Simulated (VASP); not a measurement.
# Pt (R-3m) in VASP: notebook

Pt is run at these levels: PBE; tasks: single point, relaxation of cell and atoms.

Everything below comes from runs of VASP 6.6.1. Logs are shortened: lines on timing, memory, paths and dates and some standing lists are left out, and cuts for length are marked.

## Step 1: The cell of the first run

The structure is trigonal, space group R-3m (No. 166). The conventional cell has a = 2.752 Å, b = 2.752 Å, c = 14.809 Å, α = 90.00°, β = 90.00°, γ = 120.00°. Within 3.4 Å of Pt (site symmetry 3m) lie 10 Pt at 2.59 to 2.83 Å.

## Step 2: Single point, PBE

Contents of INCAR:

```
PREC = Accurate
ENCUT = 520
EDIFF = 1E-6
ISMEAR = 0
SIGMA = 0.1
LREAL = F
LASPH = T
NELM = 100
ALGO = Fast
ISIF = 2
LWAVE = F
LCHARG = F
GGA = PE
NBANDS = 17
```

Contents of KPOINTS:

```
Automatic mesh
0
Gamma
  6 6 6
```

Contents of POSCAR:

```
Pt
1.0
    1.3758527183      0.7943489372      4.9364244819
   -1.3758527183      0.7943489372      4.9364244819
    0.0000000000     -1.5886978746      4.9364244819
Pt
2
Direct
    0.0874473602      0.0874473602      0.0874473602
    0.9125526398      0.9125526398      0.9125526398
```

Potentials or basis: VASP PAW PBE potentials, release 64 (Pt).

Command:

```bash
cat potpaw_PBE.64/Pt/POTCAR > POTCAR
mpirun -np 1 vasp_std > vasp.out
```

OUTCAR:

```text
PREC = Accurate
   ENCUT = 520
   EDIFF = 1E-6
   ISMEAR = 0
   LREAL = F
   LASPH = T
   NELM = 100
   ISIF = 2
   GGA = PE

 ion  position               nearest neighbor table
   1  0.087  0.087  0.087-   2 2.59   2 2.83   2 2.83   2 2.83
   2  0.913  0.913  0.913-   1 2.59   1 2.83   1 2.83   1 2.83

  LATTYP: Found a trigonal (rhomboedric) cell.
 ALAT       =     5.1857735780
 COS(alpha) =     0.8592181114

  Lattice vectors:

 A1 = (   1.3758527183,   0.7943489372,   4.9364244819)
 A2 = (  -1.3758527183,   0.7943489372,   4.9364244819)
 A3 = (   0.0000000000,  -1.5886978746,   4.9364244819)

Analysis of symmetry for initial positions (statically):
=====================================================================
 Subroutine PRICEL returns:
 Original cell was already a primitive cell.

 Routine SETGRP: Setting up the symmetry group for a
 trigonal (rhombohedral) supercell.

 Subroutine GETGRP returns: Found 12 space group operations
 (whereof 12 operations were pure point group operations)
 out of a pool of 12 trial point group operations.

The static configuration has the point symmetry D_3d.

Analysis of symmetry for dynamics (positions and initial velocities):
=====================================================================
 Subroutine PRICEL returns:
 Original cell was already a primitive cell.

 Routine SETGRP: Setting up the symmetry group for a
 trigonal (rhombohedral) supercell.

 Subroutine GETGRP returns: Found 12 space group operations
 (whereof 12 operations were pure point group operations)
 out of a pool of 12 trial point group operations.

The dynamic configuration has the point symmetry D_3d.

 Subroutine INISYM returns: Found 12 space group operations
 (whereof 12 operations are pure point group operations),
 and found     1 'primitive' translations

----------------------------------------------------------------------------------------

                                     Primitive cell

  volume of cell :      32.3703

  direct lattice vectors                    reciprocal lattice vectors
     1.375852718  0.794348937  4.936424482     0.363410991  0.209815434  0.067525257
    -1.375852718  0.794348937  4.936424482    -0.363410991  0.209815434  0.067525257
     0.000000000 -1.588697875  4.936424482     0.000000000 -0.419630867  0.067525257

  length of vectors
     5.185773578  5.185773578  5.185773578     0.425029087  0.425029087  0.425029087

  position of ions in fractional coordinates (direct lattice)
     0.087447360  0.087447360  0.087447360
     0.912552640  0.912552640  0.912552640

  ion indices of the primitive-cell ions
   primitive index   ion index
                 1           1
                 2           2

----------------------------------------------------------------------------------------

 KPOINTS: Automatic mesh

Automatic generation of k-mesh.
 Grid dimensions read from file:
 generate k-points for:    6    6    6

 Generating k-lattice:

  Cartesian coordinates                     Fractional coordinates (reciprocal lattice)
     0.060568499  0.034969239  0.011254210     0.166666667 -0.000000000 -0.000000000
    -0.060568499  0.034969239  0.011254210    -0.000000000  0.166666667 -0.000000000
     0.000000000 -0.069938478  0.011254210     0.000000000  0.000000000  0.166666667

  Length of vectors
     0.070838181  0.070838181  0.070838181

  Shift w.r.t. Gamma in fractional coordinates (k-lattice)
     0.000000000  0.000000000  0.000000000

 Subroutine IBZKPT returns following result:
 ===========================================

 Found     32 irreducible k-points:

 Following reciprocal coordinates:
            Coordinates               Weight
  0.000000  0.000000  0.000000      1.000000
  0.166667  0.000000 -0.000000      6.000000
  0.333333  0.000000  0.000000      6.000000
  0.500000 -0.000000  0.000000      3.000000
  0.166667  0.166667  0.000000      6.000000
  0.333333  0.166667  0.000000     12.000000
[... 16 lines left out ...]
  0.500000  0.500000  0.166667      6.000000
 -0.333333  0.500000  0.166667     12.000000
 [... further k-points ...]
   k-points           NKPTS =     32   k-points in BZ     NKDIM =     32   number of bands    NBANDS=     17
   number of dos      NEDOS =    301   number of ions     NIONS =      2
   total plane-waves  NPLWV =  64000
   dimension x,y,z NGX =    40 NGY =   40 NGZ =   40
   dimension x,y,z NGXF=    80 NGYF=   80 NGZF=   80
   ions per type =               2
   NGX,Y,Z   is equivalent  to a cutoff of  12.82, 12.82, 12.82 a.u.
   NGXF,Y,Z  is equivalent  to a cutoff of  25.65, 25.65, 25.65 a.u.
 SYSTEM =  unknown system
   PREC   = accura    normal or accurate (medium, high low for compatibility)
   ISTART =      0    job   : 0-new  1-cont  2-samecut
   ICHARG =      2    charge: 1-file 2-atom 10-const
   ISPIN  =      1    spin polarized calculation?
   LNONCOLLINEAR =      F non collinear calculations
   LSORBIT =      F    spin-orbit coupling
[... 94 lines left out ...]
     17      27.0016      0.00000

 k-point     4 :       0.5000   -0.0000    0.0000
  band No.  band energies     occupation
      1       3.3999      2.00000
      2       3.7150      2.00000
      3       4.1811      2.00000
      4       5.4461      2.00000
      5       7.9140      2.00000
      6       8.0247      2.00000
[... 9 lines left out ...]
     16      25.2640      0.00000
     17      25.4133      0.00000

 k-point     5 :       0.1667    0.1667    0.0000
  band No.  band energies     occupation
      1       1.5307      2.00000
      2       4.0311      2.00000
      3       5.2546      2.00000
      4       6.1153      2.00000
      5       6.3107      2.00000
      6       6.7906      2.00000
[... 9 lines left out ...]
     16      27.2145      0.00000
     17      28.2361      0.00000

 k-point     6 :       0.3333    0.1667    0.0000
  band No.  band energies     occupation
      1       3.1058      2.00000
      2       4.9406      2.00000
      3       5.0697      2.00000
      4       5.6230      2.00000
      5       6.0297      2.00000
      6       6.2639      2.00000
[... 9 lines left out ...]
     16      24.5304      0.00000
     17      26.6109      0.00000

 k-point     7 :       0.5000    0.1667   -0.0000
  band No.  band energies     occupation
      1       4.0536      2.00000
      2       4.1873      2.00000
      3       4.9001      2.00000
      4       5.6877      2.00000
      5       6.8446      2.00000
      6       7.3014      2.00000
[... 9 lines left out ...]
     16      22.7748      0.00000
     17      23.7488      0.00000

 k-point     8 :      -0.3333    0.1667    0.0000
  band No.  band energies     occupation
      1       3.9015      2.00000
      2       4.4334      2.00000
      3       4.8455      2.00000
      4       5.8076      2.00000
      5       6.6409      2.00000
      6       7.1746      2.00000
[... 9 lines left out ...]
     16      22.5404      0.00000
     17      23.8143      0.00000
[... 203 lines left out ...]
      1       1.9955      2.00000
      2       3.7248      2.00000
      3       5.2213      2.00000
      4       6.1662      2.00000
      5       6.3327      2.00000
      6       6.6807      2.00000
[... 9 lines left out ...]
     16      26.7140      0.00000
     17      27.5543      0.00000

 k-point    20 :       0.5000    0.3333    0.1667
  band No.  band energies     occupation
      1       3.5629      2.00000
      2       4.6444      2.00000
      3       4.8801      2.00000
      4       5.5116      2.00000
      5       6.2240      2.00000
      6       6.5275      2.00000
[... 9 lines left out ...]
     16      24.9851      0.00000
     17      25.9574      0.00000

 k-point    21 :      -0.3333    0.3333    0.1667
  band No.  band energies     occupation
      1       4.0420      2.00000
      2       4.5237      2.00000
      3       4.7266      2.00000
      4       6.0593      2.00000
      5       6.4182      2.00000
      6       6.6147      2.00000
[... 9 lines left out ...]
     16      23.2240      0.00000
     17      24.6025      0.00000

 k-point    22 :      -0.1667    0.3333    0.1667
  band No.  band energies     occupation
      1       3.9835      2.00000
      2       4.6257      2.00000
      3       4.9197      2.00000
      4       5.7070      2.00000
      5       6.4533      2.00000
      6       6.7685      2.00000
[... 9 lines left out ...]
     16      21.9915      0.00000
     17      24.6619      0.00000

 k-point    23 :       0.5000    0.5000    0.1667
  band No.  band energies     occupation
      1       3.7197      2.00000
      2       4.1117      2.00000
      3       4.4975      2.00000
      4       5.6943      2.00000
      5       6.9157      2.00000
      6       7.0986      2.00000
[... 9 lines left out ...]
     16      24.2629      0.00000
     17      25.8407      0.00000

 k-point    24 :      -0.3333    0.5000    0.1667
  band No.  band energies     occupation
      1       4.3221      2.00000
      2       4.4776      2.00000
      3       4.7870      2.00000
      4       5.8239      2.00000
      5       6.1441      2.00000
      6       6.8121      2.00000
[... 9 lines left out ...]
     16      24.3354      0.00000
     17      25.2156      0.00000

 [... further k-points ...]
[... 5 lines left out ...]
  --------------------------------------------------------------------------------------
  -------------------------------------------------------------------------------------
  Total       -0.1608448     -0.1608448     -0.1277675      0.0000000      0.0000000      0.0000000
  in kB       -7.9610565     -7.9610565     -6.3238844      0.0000000      0.0000000      0.0000000
  external PRESSURE =      -7.4153325 kB  Pullay stress =       0.0000000 kB

 VOLUME and BASIS-vectors are now :
 -----------------------------------------------------------------------------
  energy-cutoff  :      520.00
  volume of cell :       32.37
      direct lattice vectors                 reciprocal lattice vectors
     1.375852718  0.794348937  4.936424482     0.363410991  0.209815434  0.067525257
    -1.375852718  0.794348937  4.936424482    -0.363410991  0.209815434  0.067525257
     0.000000000 -1.588697875  4.936424482     0.000000000 -0.419630867  0.067525257

 POSITION                                       TOTAL-FORCE (eV/Angst)
 -----------------------------------------------------------------------------------
      0.00000     -0.00000      1.29503         0.000000      0.000000     -0.012204
      0.00000     -0.00000     13.51424         0.000000     -0.000000      0.012204
 -----------------------------------------------------------------------------------
    total drift:                                0.000000     -0.000000      0.000000

  FREE ENERGIE OF THE ION-ELECTRON SYSTEM (eV)
  ---------------------------------------------------
  free  energy   TOTEN  =       -12.1741302008 eV

  energy  without entropy=      -12.1629716613  energy(sigma->0) =      -12.16855093
```

It took 55 s on 1 thread of Intel Xeon Platinum 8375C at 2.90GHz (Ice Lake), shared host; peak memory 0.24 GiB.

What came out:

| Property | Result |
| --- | --- |
| Free energy | -12.1741 eV |
| Pressure | -0.7 GPa |
| Largest force | 0.012 eV/Å |
| Band gap on the k mesh | zero (band 10 reaches 10.67 eV, above the bottom of band 11 at 9.03 eV) |

Forces on the atoms (eV/Å):
```
Pt   0.000  0.000 -0.012
Pt   0.000  0.000  0.012
```

Caveat: the k points lie up to 0.45 Å⁻¹ apart; spin-orbit coupling is left out, which moves the levels of the heavy elements.

## Step 3: Relaxation of cell and atoms, PBE

This run uses another cell than the first one, of 18.37 Å³/atom, 1.135 times its volume.

Contents of INCAR:

```
SYSTEM = Pt
ALGO = Normal
EDIFF = 1E-7
EDIFFG = -0.04
ENCUT = 600
GGA = PE
IBRION = 2
ISIF = 3
ISMEAR = 0
LASPH = .True.
LCHARG = .False.
LREAL = .False.
LWAVE = .False.
NELM = 80
NSW = 90
PREC = Accurate
SIGMA = 0.1
```

Contents of KPOINTS:

```
k-points
0
Gamma
  6 6 6
  0 0 0
```

Contents of POSCAR:

```
Pt
1.0
    1.6424003055      0.9482402584      3.9328322670
   -1.6424003055      0.9482402584      3.9328322670
    0.0000000000     -1.8964805170      3.9328322670
Pt
2
Direct
    0.0577000000      0.0577000000      0.0577000000
    0.9423000000      0.9423000000      0.9423000000
```

Potentials or basis: VASP PAW PBE potentials, release 64 (Pt).

Command:

```bash
cat potpaw_PBE.64/Pt/POTCAR > POTCAR
mpirun -np 1 vasp_std > vasp.out
```

Run time: 15 min. Hardware: 1 thread of Intel Xeon Platinum 8375C at 2.90GHz (Ice Lake), shared host; peak memory 0.22 GiB.

The run converged. Its results:

```
Free energy                            : -12.1726 eV
Relaxed volume                         : 16.13 Å³/atom
Relaxed cell                           : a = 5.181 Å, b = 5.181 Å, c = 5.181 Å, α = 30.77°, β = 30.77°, γ = 30.77°
Space group after relaxing (to 0.05 Å) : R-3m (No. 166)
Energy gained by relaxing              : 18440.5 meV/atom
Ionic steps                            : 36
Pressure after relaxing                : 0.1 GPa
Largest force after relaxing           : 0.038 eV/Å
Band gap on the k mesh                 : zero (band 10 reaches 10.73 eV, above the bottom of band 11 at 9.09 eV)
```

Forces in eV/Å, atoms in the order of the input:
```
Pt   0.000  0.000  0.038
Pt   0.000  0.000 -0.038
```

Stress tensor (GPa, compression positive):
```
0.16 0.00 0.00
0.00 0.16 0.00
0.00 0.00 0.04
```

The path:
```csv
step,energy change (eV),largest force (eV/Å),pressure (GPa),volume (Å³)
1,0.0000,105.6231,197.49,36.75
2,183.6165,541.8756,52.98,149.51
3,-31.8765,0.0699,-23.07,65.03
4,-31.9477,0.2088,-23.11,64.48
5,-34.2792,1.4741,-6.58,50.72
6,-33.5693,1.3399,-23.94,55.49
7,-34.2805,0.4413,-15.90,52.05
8,-34.3320,0.3278,-12.12,51.31
9,-34.3312,0.6959,-10.37,51.02
10,-34.7494,4.4872,7.74,41.56
11,-34.7509,4.2846,6.47,41.93
12,-34.9656,4.3143,8.10,40.05
13,-35.4963,5.3352,21.20,34.67
14,-31.4580,3.7483,189.61,25.09
15,-35.5462,5.5767,25.32,33.83
16,-35.2779,4.9043,57.81,30.14
17,-35.5779,5.4627,31.86,32.78
18,-35.9247,3.6114,25.91,32.52
19,-36.1004,1.8611,23.22,32.15
20,-36.2954,1.5799,11.52,33.15
21,-36.4276,1.2068,-2.87,34.76
22,-36.4328,1.1369,-5.34,35.11
23,-36.4743,1.2015,-5.31,34.86
24,-36.6008,1.3613,-4.74,34.11
25,-36.8063,1.3310,-0.27,32.58
26,-35.8346,5.0770,40.90,29.41
27,-36.7958,1.5105,1.66,32.32
28,-36.7915,0.8644,7.45,31.49
29,-36.8078,1.2839,4.18,31.90
30,-36.8499,0.2109,2.04,32.04
31,-36.8502,0.1214,1.94,32.05
32,-36.8752,0.1339,-0.31,32.32
33,-36.8792,0.1361,-1.43,32.48
34,-36.8807,0.0893,0.02,32.28
35,-36.8807,0.0836,0.20,32.25
36,-36.8809,0.0378,0.12,32.26
```

Final structure:
```
CELL_PARAMETERS angstrom
1.37423 0.79341 4.93153
-1.37423 0.79341 4.93153
0.00000 -1.58683 4.93153
ATOMIC_POSITIONS crystal
Pt 0.41249 0.41249 0.41249
Pt 0.58751 0.58751 0.58751
```

Levels at points of the mesh, in eV from the Fermi level:
| k point | band 9 | band 10 | band 11 | band 12 | band 13 | band 14 |
| --- | --- | --- | --- | --- | --- | --- |
| (0.00, 0.00, 0.00) | -1.13 | -0.95 | -0.95 | -0.82 | 4.47 | 15.61 |
| (0.50, 0.00, 0.00) | 0.37 | 0.59 | 1.60 | 3.63 | 5.07 | 8.78 |
| (0.50, 0.50, 0.00) | 0.47 | 0.49 | 2.65 | 2.99 | 5.05 | 7.15 |
| (0.50, 0.50, 0.50) | -1.86 | -1.86 | -0.01 | -0.01 | 10.10 | 11.13 |

Caveat: the k points lie up to 0.45 Å⁻¹ apart in the final cell; spin-orbit coupling is left out, which moves the levels of the heavy elements.

## Step 4: Single point, PBE

This run uses another cell than the first one, of 16.25 Å³/atom, 1.004 times its volume.

Contents of INCAR:

```
SYSTEM = Pt
  ALGO = Fast
  EDIFF = 1E-6
  ENCUT = 520
  GGA = PE
  ISIF = 2
  ISMEAR = 0
  LASPH = .True.
  LCHARG = .True.
  LELF = .True.
  LREAL = .False.
  LVHAR = .True.
  LWAVE = .False.
  NBANDS = 17
  NELM = 60
  PREC = Accurate
  SIGMA = 0.1
```

Contents of KPOINTS:

```
k-points
0
Gamma
  24 24 24
  0 0 0
```

Contents of POSCAR:

```
Pt
1.0
    1.3706395969      0.7913391402      4.9950119298
   -1.3706395969      0.7913391402      4.9950119298
    0.0000000000     -1.5826782805      4.9950119298
Pt
2
Direct
    0.0873281900      0.0873281900      0.0873281900
    0.9126718100      0.9126718100      0.9126718100
```

Command:

```bash
cat potpaw_PBE.64/Pt/POTCAR > POTCAR
mpirun -np 1 vasp_std > vasp.out
```

It took 32 min on 1 thread of Intel Xeon Platinum 8375C at 2.90GHz (Ice Lake), shared host; peak memory 0.76 GiB.

It converged, with:

| Quantity | Value |
| --- | --- |
| Free energy | -12.0495 eV |
| Pressure | -0.5 GPa |
| Largest force | 0.007 eV/Å |
| Band gap on the k mesh | zero (band 10 reaches 10.65 eV, above the bottom of band 11 at 8.86 eV) |

Forces in eV/Å, atoms in the order of the input:
```
Pt   0.000  0.000 -0.007
Pt   0.000  0.000  0.007
```

Levels at points of the mesh, in eV from the Fermi level:
```tsv
k point	band 7	band 8	band 9	band 10	band 11	band 12	band 13	band 14
(0.00, 0.00, 0.00)	-3.32	-1.10	-1.10	-0.93	-0.92	-0.92	4.19	15.43
(0.50, 0.00, 0.00)	-1.57	-1.09	0.34	0.54	1.54	3.53	5.09	8.57
(0.50, 0.50, 0.00)	-1.61	-0.23	0.43	0.45	2.57	2.88	5.08	7.04
(0.50, 0.50, 0.50)	-3.18	-3.18	-1.80	-1.80	-0.05	-0.05	9.72	10.73
```

Caveat: spin-orbit coupling is left out, which moves the levels of the heavy elements.

## Step 5: Summary

```tsv
task	cell	k mesh	cutoff (eV)	gap on the mesh (eV)	pressure (GPa)	largest force (eV/Å)
single point	a = 5.186 Å, angles 30.8°, 2 atoms	6 × 6 × 6	520	none	-0.7	0.01
relaxation of cell and atoms	relaxed from a = 4.366 Å, angles 44.2°, 2 atoms	6 × 6 × 6	600	none	0.1	0.04
single point	a = 5.240 Å, angles 30.3°, 2 atoms	24 × 24 × 24	520	none	-0.5	0.01
```

Alike in all rows: level PBE; potentials or basis VASP PAW PBE potentials, release 64 (Pt); no spin polarisation; smearing gaussian 0.1 eV.

Caveats: some runs use coarse meshes; spin-orbit coupling is left out, which moves the levels of the heavy elements.

Total energies depend on the potentials used, so only differences within one code and one set of settings carry meaning.
